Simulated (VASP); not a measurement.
A run of VASP 6.6.1:

Contents of INCAR:

```
PREC = Accurate
ENCUT = 520
EDIFF = 1E-8
ISMEAR = -1
SIGMA = 0.03
LREAL = False
LASPH = True
NELM = 60
ALGO = Normal
ISIF = 2
LWAVE = False
LCHARG = False
GGA = PS
LEFG = True
NBANDS = 20
```

Contents of KPOINTS:

```
Automatic mesh
0
Gamma
  14 14 11
```

The input POSCAR:

```
Ga
1.0
    1.4056761615     -4.0925199307      0.0000000000
    1.4056761615      4.0925199307      0.0000000000
   -0.1193757521      0.0000000000      3.3845287204
Ga
2
Direct
    0.8690000000      0.1310000000      0.2500000000
    0.1310000000      0.8690000000      0.7500000000
```

Potentials or basis: VASP PAW PBE potentials, release 64 (Ga_d).

Launch:

```console
$ cat potpaw_PBE.64/Ga_d/POTCAR > POTCAR
$ mpirun -np 1 vasp_std > vasp.out
```

Hardware: 1 thread of Intel Xeon 8259CL (shared host).

Estimate the wall time of this run.

It took 5.6 min on 1 thread of Intel Xeon 8259CL, on a shared host, peak memory 0.46 GiB. Counts: scf iterations 12, k points 582.
